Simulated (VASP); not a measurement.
# Si (Fd-3m) in VASP: notebook, part 4 of 4

VASP 6.6.1.

## (6) Single point, PBE (volume changed by +6%)

INCAR reads:

```
ALGO     = Normal         # electronic algorithm
EDIFF    = 1E-7           # SCF threshold, eV
ENCUT    = 520            # plane-wave cutoff, eV
GGA      = PE             # functional
ISIF     = 2              # what is computed and relaxed
ISMEAR   = 0              # smearing method
LASPH    = True           # aspherical terms in the spheres
LCHARG   = False          # write CHGCAR
LREAL    = False          # projectors in reciprocal space
LWAVE    = False          # write WAVECAR
NBANDS   = 11             # bands
NELM     = 100            # most SCF steps
PREC     = Accurate       # precision mode
SIGMA    = 0.01           # smearing width, eV
```

KPOINTS reads:

```
k-points
0
Gamma
  6 6 6
```

POSCAR reads:

```
Si
1.0
    0.0000000000      2.7887905915      2.7887905915
    2.7887905915      0.0000000000      2.7887905915
    2.7887905915      2.7887905915      0.0000000000
Si
2
Direct
    0.0000000000      0.0000000000      0.0000000000
    0.2500000000      0.2500000000      0.2500000000
```

Potentials or basis: VASP PAW PBE potentials, release 64 (Si).

Command:

```sh
$ cat potpaw_PBE.64/Si/POTCAR > POTCAR
$ mpirun -np 1 vasp_std > vasp.out
```

OUTCAR:

```text
EDIFF = 1E-7
   ENCUT = 520
   GGA = PE
   ISIF = 2
   ISMEAR = 0
   LASPH = True
   LREAL = False
   NELM = 100
   PREC = Accurate

 ion  position               nearest neighbor table
   1  0.000  0.000  0.000-   2 2.42   2 2.42   2 2.42   2 2.42
   2  0.250  0.250  0.250-   1 2.42   1 2.42   1 2.42   1 2.42

  LATTYP: Found a face centered cubic cell.
 ALAT       =     5.5775811830

  Lattice vectors:

 A1 = (   0.0000000000,   2.7887905915,   2.7887905915)
 A2 = (   2.7887905915,   0.0000000000,   2.7887905915)
 A3 = (   2.7887905915,   2.7887905915,   0.0000000000)

Analysis of symmetry for initial positions (statically):
=====================================================================
 Subroutine PRICEL returns:
 Original cell was already a primitive cell.

 Routine SETGRP: Setting up the symmetry group for a
 face centered cubic supercell.

 Subroutine GETGRP returns: Found 48 space group operations
 (whereof 24 operations were pure point group operations)
 out of a pool of 48 trial point group operations.

The static configuration has the point symmetry T_d .
 The point group associated with its full space group is O_h .

Analysis of symmetry for dynamics (positions and initial velocities):
=====================================================================
 Subroutine PRICEL returns:
 Original cell was already a primitive cell.

 Routine SETGRP: Setting up the symmetry group for a
 face centered cubic supercell.

 Subroutine GETGRP returns: Found 48 space group operations
 (whereof 24 operations were pure point group operations)
 out of a pool of 48 trial point group operations.

The dynamic configuration has the point symmetry T_d .
 The point group associated with its full space group is O_h .

 Subroutine INISYM returns: Found 48 space group operations
 (whereof 24 operations are pure point group operations),
 and found     1 'primitive' translations

----------------------------------------------------------------------------------------

                                     Primitive cell

  volume of cell :      43.3788

  direct lattice vectors                    reciprocal lattice vectors
     0.000000000  2.788790592  2.788790592    -0.179289188  0.179289188  0.179289188
     2.788790592  0.000000000  2.788790592     0.179289188 -0.179289188  0.179289188
     2.788790592  2.788790592  0.000000000     0.179289188  0.179289188 -0.179289188

  length of vectors
     3.943945477  3.943945477  3.943945477     0.310537982  0.310537982  0.310537982

  position of ions in fractional coordinates (direct lattice)
     0.000000000  0.000000000  0.000000000
     0.250000000  0.250000000  0.250000000

  ion indices of the primitive-cell ions
   primitive index   ion index
                 1           1
                 2           2

----------------------------------------------------------------------------------------

 KPOINTS: k-points

Automatic generation of k-mesh.
 Grid dimensions read from file:
 generate k-points for:    6    6    6

 Generating k-lattice:

  Cartesian coordinates                     Fractional coordinates (reciprocal lattice)
[... 21 lines left out ...]
  0.166667  0.166667  0.000000      6.000000
  0.333333  0.166667  0.000000     24.000000
[... 8 lines left out ...]
 -0.333333  0.333333  0.166667     24.000000
 -0.333333  0.500000  0.166667     12.000000
   k-points           NKPTS =     16   k-points in BZ     NKDIM =     16   number of bands    NBANDS=     11
   number of dos      NEDOS =    301   number of ions     NIONS =      2
   total plane-waves  NPLWV =  27000
   dimension x,y,z NGX =    30 NGY =   30 NGZ =   30
   dimension x,y,z NGXF=    60 NGYF=   60 NGZF=   60
   ions per type =               2
   NGX,Y,Z   is equivalent  to a cutoff of  12.65, 12.65, 12.65 a.u.
   NGXF,Y,Z  is equivalent  to a cutoff of  25.29, 25.29, 25.29 a.u.
 SYSTEM =  unknown system
   PREC   = accura    normal or accurate (medium, high low for compatibility)
   ISTART =      0    job   : 0-new  1-cont  2-samecut
   ICHARG =      2    charge: 1-file 2-atom 10-const
   ISPIN  =      1    spin polarized calculation?
   LNONCOLLINEAR =      F non collinear calculations
   LSORBIT =      F    spin-orbit coupling
   LASPH  =      T    aspherical Exc in radial PAW
   ENCUT  =  520.0 eV  38.22 Ry    6.18 a.u.   7.33  7.33  7.33*2*pi/ulx,y,z
   NELM   =    100;   NELMIN=  2; NELMDL= -5     # of ELM steps
   EDIFF  = 0.1E-06   stopping-criterion for ELM
   LREAL  =      F    real-space projection
   EDIFFG = 0.1E-05   stopping-criterion for IOM
   NSW    =      0    number of steps for IOM
   IBRION =     -1    ionic relax: 0-MD 1-quasi-New 2-CG
   NFREE  =      0    steps in history (QN), initial steepest desc. (CG)
   ISIF   =      2    stress and relaxation
   ISYM   =      2    0-nonsym 1-usesym 2-fastsym
   POTIM  = 0.5000    time-step for ionic-motion
   TEBEG  =    0.0;   TEEND  =   0.0 temperature during run
   PSTRESS=    0.0 pullay stress
   NELECT =       8.0000    total number of electrons
   NUPDOWN=      -1.0000    fix difference up-down
   EMIN   =  10.00;   EMAX   =-10.00  energy-range for DOS
   EFERMI =   0.00;   METHOD = LEGACY
   ISMEAR =     0;   SIGMA  =   0.01  broadening in eV -4-tet -1-fermi 0-gaus
   EFERMI_NEDOS =   21; number of points for ismear=-14 and -15
   IALGO  =     38    algorithm
   IMIX   =      4    mixing-type and parameters
     AMIX     =   0.40;   BMIX     =  1.00
     AMIX_MAG =   1.60;   BMIX_MAG =  1.00
  volume/ion in A,a.u.               =      21.69       146.37
  Fermi-wavevector in a.u.,A,eV,Ry     =   0.931849  1.760939 11.814520  0.868343
  Thomas-Fermi vector in A             =   2.058385
   LORBIT       =      0    0 simple, 1 ext, 2 COOP (PROOUT), +10 PAW based schemes
   GGA     = PE    functional components
   LHFCALC =     F    Hartree Fock is set to
   AEXX    =    0.0000 exact exchange contribution
   IVDW    =     0    specifies the selected vdW correction
   LEPSILON=     F    determine dielectric tensor
   LRPA    =     F    only Hartree local field effects (RPA)
 non-spin polarized calculation
 Gauss-broadening in eV      SIGMA  =   0.01
  energy-cutoff  :      520.00
  volume of cell :       43.38
 maximum number of plane-waves:      1211
 NGX is ok and might be reduce to    30
   NGX = 15   NGY = 15   NGZ = 15

 number of electron       7.9999999 magnetization

 Free energy of the ion-electron system (eV)
  ---------------------------------------------------
  ext. energy  EPLUGINS =         0.00000000
  ---------------------------------------------------
  free energy    TOTEN  =       -10.78917980 eV

  energy without entropy =      -10.78917980  energy(sigma->0) =      -10.78917980

 E-fermi :   5.1631     XC(G=0):  -9.0936

 val. band max:        5.0525716067   @ k =   0.0000   0.0000   0.0000
 cond. band min:       5.8866174747   @ k =   0.3333   0.3333   0.0000
 fundamental gap:      0.8340458680
 Fermi energy:         5.1630613597

 k-point     1 :       0.0000    0.0000    0.0000
  band No.  band energies     occupation
      1      -6.3745      2.00000
      2       5.0526      2.00000
      3       5.0526      2.00000
      4       5.0526      2.00000
      5       7.5289      0.00000
      6       7.5786      0.00000
      7       7.5786      0.00000
      8       7.5786      0.00000
      9      12.7046      0.00000
     10      12.7239      0.00000
     11      12.7239      0.00000
[... 197 lines left out ...]
 k-point    16 :      -0.3333    0.5000    0.1667
  band No.  band energies     occupation
      1      -2.4183      2.00000
      2      -2.4183      2.00000
      3       1.7121      2.00000
      4       1.7121      2.00000
      5       7.7998      0.00000
      6       7.7998      0.00000
      7      11.5171      0.00000
      8      11.5171      0.00000
      9      15.1458      0.00000
     10      15.1458      0.00000
     11      17.3900      0.00000

------------------------ aborting loop because EDIFF is reached ----------------------------------------

  FORCE on cell =-STRESS in cart. coord.  units (eV):
  Direction    XX          YY          ZZ          XY          YZ          ZX
  --------------------------------------------------------------------------------------
  -------------------------------------------------------------------------------------
  Total       -1.2455270     -1.2455270     -1.2455270      0.0000000      0.0000000      0.0000000
  in kB      -46.0029860    -46.0029860    -46.0029860      0.0000000      0.0000000      0.0000000
  external PRESSURE =     -46.0029860 kB  Pullay stress =       0.0000000 kB

 VOLUME and BASIS-vectors are now :
 -----------------------------------------------------------------------------
  energy-cutoff  :      520.00
  volume of cell :       43.38
      direct lattice vectors                 reciprocal lattice vectors
     0.000000000  2.788790592  2.788790592    -0.179289188  0.179289188  0.179289188
     2.788790592  0.000000000  2.788790592     0.179289188 -0.179289188  0.179289188
     2.788790592  2.788790592  0.000000000     0.179289188  0.179289188 -0.179289188

 POSITION                                       TOTAL-FORCE (eV/Angst)
 -----------------------------------------------------------------------------------
      0.00000      0.00000      0.00000        -0.000000     -0.000000     -0.000000
      1.39440      1.39440      1.39440         0.000000      0.000000      0.000000
 -----------------------------------------------------------------------------------
    total drift:                               -0.000000     -0.000000     -0.000000

  FREE ENERGIE OF THE ION-ELECTRON SYSTEM (eV)
  ---------------------------------------------------
  free  energy   TOTEN  =       -10.7891797981 eV

  energy  without entropy=      -10.7891797981  energy(sigma->0) =      -10.78917980
```

Wall time 5.8 s (1 thread of Intel Xeon Platinum 8488C (Sapphire Rapids), shared host); peak memory 0.15 GiB.

What came out:

| Item | Value |
| --- | --- |
| Free energy | -10.7892 eV |
| Pressure | -4.6 GPa |
| Band gap on the k mesh | 0.83 eV, indirect (least direct gap 2.39 eV) |

Levels at points of the mesh, in eV from the valence-band top:
```tsv
k point	band 2	band 3	band 4	band 5	band 6	band 7
(0.00, 0.00, 0.00)	0.00	0.00	0.00	2.48	2.53	2.53
(0.50, 0.00, 0.00)	-6.61	-1.13	-1.13	1.26	3.36	3.36
(0.50, 0.50, 0.00)	-7.57	-2.65	-2.65	0.85	0.85	9.44
```

## (7) Overview

```tsv
cell	gap on the mesh (eV)	pressure (GPa)
a = 3.868 Å, angles 60.0°, 2 atoms	0.75	0.0
a = 3.789 Å, angles 60.0°, 2 atoms	0.62	6.3
a = 3.829 Å, angles 60.0°, 2 atoms	0.69	2.9
a = 3.906 Å, angles 60.0°, 2 atoms	0.80	-2.5
a = 3.944 Å, angles 60.0°, 2 atoms	0.83	-4.6
```

Alike in all rows: task single point; level PBE; potentials or basis VASP PAW PBE potentials, release 64 (Si); no spin polarisation; k mesh 6 × 6 × 6; cutoff (eV) 520; smearing gaussian 0.01 eV.

Absolute energies hang on the potentials; compare differences alone.
